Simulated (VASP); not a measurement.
SnTe:

```
CELL_PARAMETERS angstrom
0.00000 3.12970 3.12970
3.12970 0.00000 3.12970
3.12970 3.12970 0.00000
ATOMIC_POSITIONS crystal
Te 0.50000 0.50000 0.50000
Sn 0.00000 0.00000 0.00000
```

Base run:

```yaml
Program: VASP 6.6.1
Functional: LDA
Potentials_or_basis: VASP PAW LDA potentials, release 64 (Te, Sn_d)
Cutoff: 520 eV
k_mesh: 7 × 7 × 7
Occupations: fermi-dirac, width 0.05 eV
Spin: no spin polarisation
```

Its results: pressure -0.6 GPa.

Question: The run is repeated on the same cell with these changes: functional from LDA to r2SCAN; potentials or basis from VASP PAW LDA potentials, release 64 (Te, Sn_d) to VASP PAW PBE potentials, release 64 (Te, Sn_d). What comes out?

Answer: Pressure 2.6 GPa.

Caveats: the PAW data sets were made with another functional, which shifts forces and pressure a little (at least some runs).
